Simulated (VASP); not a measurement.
# Sb (P6_3/mmc) in VASP: further runs

Sb is run at these levels: RPBE; tasks: single point.

All numbers are computed with VASP 6.6.1; they aren't measurements. Logs are shortened: lines on timing, memory, paths and dates and some standing lists are left out, and cuts for length are marked.

### Step 1. The cell of the first run

Symmetry: P6_3/mmc, No. 194, hexagonal system. Conventional cell: a = 3.392 Å, b = 3.392 Å, c = 5.626 Å, α = 90.00°, β = 90.00°, γ = 120.00°. Within 4.5 Å of Sb (site symmetry -6m2) lie 12 Sb at 3.39 to 3.43 Å.

This isn't the form of Sb at room conditions, which is rhombohedral.

### Step 2. Single point, RPBE

INCAR reads:

```
SYSTEM = Sb
PREC     = Accurate       ! precision mode
ENCUT    = 520            ! plane-wave cutoff, eV
EDIFF    = 1E-6           ! SCF threshold, eV
ISMEAR   = -1             ! smearing method
SIGMA    = 0.1            ! smearing width, eV
LREAL    = .FALSE.        ! projectors in reciprocal space
LASPH    = .TRUE.         ! aspherical terms in the spheres
NELM     = 80             ! most SCF steps
ALGO     = Normal         ! electronic algorithm
ISIF     = 2              ! what is computed and relaxed
LWAVE    = .FALSE.        ! write WAVECAR
LCHARG   = .FALSE.        ! write CHGCAR
GGA      = RP             ! functional
NBANDS   = 12             ! bands
```

KPOINTS reads:

```
Automatic mesh
0
G
  11 11 6
  0 0 0
```

POSCAR reads:

```
Sb
1.0
    3.3923963130      0.0000000000      0.0000000000
   -1.6961981565      2.9379013867      0.0000000000
    0.0000000000      0.0000000000      5.6259761352
Sb
2
Direct
    0.3333333333      0.6666666667      0.2500000000
    0.6666666667      0.3333333333      0.7500000000
```

Potentials or basis: VASP PAW PBE potentials, release 64 (Sb).

Launch:

```console
$ cat potpaw_PBE.64/Sb/POTCAR > POTCAR
$ mpirun -np 1 vasp_std > vasp.out
```

OUTCAR:

```text
SYSTEM = Sb
   PREC = Accurate
   ENCUT = 520
   EDIFF = 1E-6
   ISMEAR = -1
   LREAL = .FALSE.
   LASPH = .TRUE.
   NELM = 80
   ISIF = 2
   GGA = RP

 ion  position               nearest neighbor table
   1  0.333  0.667  0.250-   2 3.43   2 3.43   2 3.43   2 3.43   2 3.43   2 3.43
   2  0.667  0.333  0.750-   1 3.43   1 3.43   1 3.43   1 3.43   1 3.43   1 3.43

  LATTYP: Found a hexagonal cell.
 ALAT       =     3.3923963130
 C/A-ratio  =     1.6584076906

  Lattice vectors:

 A1 = (   3.3923963130,   0.0000000000,   0.0000000000)
 A2 = (  -1.6961981565,   2.9379013867,   0.0000000000)
 A3 = (   0.0000000000,   0.0000000000,   5.6259761352)

Analysis of symmetry for initial positions (statically):
=====================================================================
 Subroutine PRICEL returns:
 Original cell was already a primitive cell.

 Routine SETGRP: Setting up the symmetry group for a
 hexagonal supercell.

 Subroutine GETGRP returns: Found 24 space group operations
 (whereof 12 operations were pure point group operations)
 out of a pool of 24 trial point group operations.

The static configuration has the point symmetry D_3d.
 The point group associated with its full space group is D_6h.

Analysis of symmetry for dynamics (positions and initial velocities):
=====================================================================
 Subroutine PRICEL returns:
 Original cell was already a primitive cell.

 Routine SETGRP: Setting up the symmetry group for a
 hexagonal supercell.

 Subroutine GETGRP returns: Found 24 space group operations
 (whereof 12 operations were pure point group operations)
 out of a pool of 24 trial point group operations.

The dynamic configuration has the point symmetry D_3d.
 The point group associated with its full space group is D_6h.

 Subroutine INISYM returns: Found 24 space group operations
 (whereof 12 operations are pure point group operations),
 and found     1 'primitive' translations

----------------------------------------------------------------------------------------

                                     Primitive cell

  volume of cell :      56.0714

  direct lattice vectors                    reciprocal lattice vectors
     3.392396313  0.000000000  0.000000000     0.294776880  0.170189511  0.000000000
    -1.696198156  2.937901387  0.000000000     0.000000000  0.340379022  0.000000000
     0.000000000  0.000000000  5.625976135     0.000000000  0.000000000  0.177746932

  length of vectors
     3.392396313  3.392396313  5.625976135     0.340379022  0.340379022  0.177746932

  position of ions in fractional coordinates (direct lattice)
     0.333333333  0.666666667  0.250000000
[... 91 lines left out ...]
   EMIN   =  10.00;   EMAX   =-10.00  energy-range for DOS
   EFERMI =   0.00;   METHOD = LEGACY
   ISMEAR =    -1;   SIGMA  =   0.10  broadening in eV -4-tet -1-fermi 0-gaus
   EFERMI_NEDOS =   21; number of points for ismear=-14 and -15
   IALGO  =     38    algorithm
   IMIX   =      4    mixing-type and parameters
     AMIX     =   0.40;   BMIX     =  1.00
     AMIX_MAG =   1.60;   BMIX_MAG =  1.00
  volume/ion in A,a.u.               =      28.04       189.19
  Fermi-wavevector in a.u.,A,eV,Ry     =   0.921498  1.741378 11.553497  0.849158
  Thomas-Fermi vector in A             =   2.046921
   LORBIT       =      0    0 simple, 1 ext, 2 COOP (PROOUT), +10 PAW based schemes
   GGA     = RP    functional components
   LHFCALC =     F    Hartree Fock is set to
   AEXX    =    0.0000 exact exchange contribution
   IVDW    =     0    specifies the selected vdW correction
   LEPSILON=     F    determine dielectric tensor
   LRPA    =     F    only Hartree local field effects (RPA)
 non-spin polarized calculation
  energy-cutoff  :      520.00
  volume of cell :       56.07
 maximum number of plane-waves:      1533
 NGX is ok and might be reduce to    28
   NGX = 13   NGY = 13   NGZ = 21

 number of electron      10.0000000 magnetization

 Free energy of the ion-electron system (eV)
  ---------------------------------------------------
  ext. energy  EPLUGINS =         0.00000000
  ---------------------------------------------------
  free energy    TOTEN  =        -6.99475612 eV

  energy without entropy =       -6.95814568  energy(sigma->0) =       -6.97645090

 E-fermi :   8.1550     XC(G=0): -10.0139

 val. band max:        8.1301347894   @ k =   0.4545  -0.0000   0.3333
 cond. band min:       8.1926637007   @ k =   0.2727   0.0000   0.1667
 fundamental gap:      0.0625289113
 Fermi energy:         8.1549865696

 k-point     1 :       0.0000    0.0000    0.0000
  band No.  band energies     occupation
      1      -4.4965      2.00000
      2      -1.0887      2.00000
      3       2.5213      2.00000
      4      11.6848      0.00000
      5      11.6848      0.00000
      6      13.0208      0.00000
      7      13.1645      0.00000
      8      13.1645      0.00000
      9      15.7825      0.00000
     10      16.9721      0.00000
     11      17.9130      0.00000
     12      17.9130      0.00000
[... 331 lines left out ...]
 k-point    24 :       0.1818    0.0909    0.1667
  band No.  band energies     occupation
      1      -3.3877      2.00000
      2      -0.7236      2.00000
      3       4.2139      2.00000
      4       7.1149      1.99994
      5       8.5221      0.04966
      6       9.8186      0.00000
      7      11.3840      0.00000
      8      11.8812      0.00000
      9      15.0724      0.00000
     10      15.8857      0.00000
     11      16.5198      0.00000
     12      17.5817      0.00000

 [... further k-points ...]

------------------------ aborting loop because EDIFF is reached ----------------------------------------

  FORCE on cell =-STRESS in cart. coord.  units (eV):
  Direction    XX          YY          ZZ          XY          YZ          ZX
  --------------------------------------------------------------------------------------
  -------------------------------------------------------------------------------------
  Total       -0.0721458     -0.0721458     -0.0710453      0.0000000     -0.0000000      0.0000000
  in kB       -2.0614826     -2.0614826     -2.0300390      0.0000000     -0.0000000      0.0000000
  external PRESSURE =      -2.0510014 kB  Pullay stress =       0.0000000 kB

 VOLUME and BASIS-vectors are now :
 -----------------------------------------------------------------------------
  energy-cutoff  :      520.00
  volume of cell :       56.07
      direct lattice vectors                 reciprocal lattice vectors
     3.392396313  0.000000000  0.000000000     0.294776880  0.170189511  0.000000000
    -1.696198156  2.937901387  0.000000000     0.000000000  0.340379022  0.000000000
     0.000000000  0.000000000  5.625976135     0.000000000  0.000000000  0.177746932

 POSITION                                       TOTAL-FORCE (eV/Angst)
 -----------------------------------------------------------------------------------
     -0.00000      1.95860      1.40649        -0.000000      0.000000      0.000000
      1.69620      0.97930      4.21948         0.000000      0.000000      0.000000
 -----------------------------------------------------------------------------------
    total drift:                               -0.000000      0.000000      0.000000

  FREE ENERGIE OF THE ION-ELECTRON SYSTEM (eV)
  ---------------------------------------------------
  free  energy   TOTEN  =        -6.9947561207 eV

  energy  without entropy=       -6.9581456776  energy(sigma->0) =       -6.97645090
```

OSZICAR:

```text
N       E                     dE             d eps       ncg     rms          rms(c)
DAV:   1     0.342702871448E+02    0.34270E+02   -0.35534E+03  1536   0.660E+02
DAV:   2    -0.525914726087E+01   -0.39529E+02   -0.38220E+02  1992   0.106E+02
DAV:   3    -0.698895936400E+01   -0.17298E+01   -0.17152E+01  1948   0.250E+01
DAV:   4    -0.700265350314E+01   -0.13694E-01   -0.13692E-01  1752   0.267E+00
DAV:   5    -0.700280233025E+01   -0.14883E-03   -0.14883E-03  1848   0.304E-01    0.235E+00
DAV:   6    -0.699731655117E+01    0.54858E-02   -0.46550E-03  1728   0.378E-01    0.132E+00
DAV:   7    -0.699466065425E+01    0.26559E-02   -0.93286E-03  1640   0.536E-01    0.688E-02
DAV:   8    -0.699475545791E+01   -0.94804E-04   -0.22171E-04  1896   0.105E-01    0.141E-02
DAV:   9    -0.699475655802E+01   -0.11001E-05   -0.57105E-06  1724   0.172E-02    0.271E-03
DAV:  10    -0.699475612073E+01    0.43729E-06   -0.26998E-07  1116   0.383E-03
   1 F= -.69947561E+01 E0= -.69764509E+01  d E =-.366104E-01
```

stdout:

```text
POSCAR found type information on POSCAR Sb
 POSCAR found :  1 types and       2 ions
 scaLAPACK will be used
 -----------------------------------------------------------------------------
|                                                                             |
|                                                                             |
|     You enforced a specific xc type in the INCAR file but a different       |
|     I HOPE YOU KNOW WHAT YOU ARE DOING!                                     |
|                                                                             |
 -----------------------------------------------------------------------------

 LDA part: xc-table for (Slater+PW92), standard interpolation
 POSCAR, INCAR and KPOINTS ok, starting setup
 FFT: planning ... GRIDC
 FFT: planning ... GRID_SOFT
 FFT: planning ... GRID
 WAVECAR not read
 entering main loop
```

Run time: 40 s. Hardware: 1 thread of Intel Xeon 8259CL, shared host; peak memory 0.19 GiB.

What came out:

| Item | Value |
| --- | --- |
| Free energy | -6.9948 eV |
| Pressure | -0.2 GPa |
| Band gap on the k mesh | zero (bands 5 and 6 overlap by 7.00 eV) |

Caveat: the PAW data sets were made with another functional, which shifts forces and pressure a little; spin-orbit coupling is left out, which moves the levels of the heavy elements.

(Part 1 of 2 ends here.)
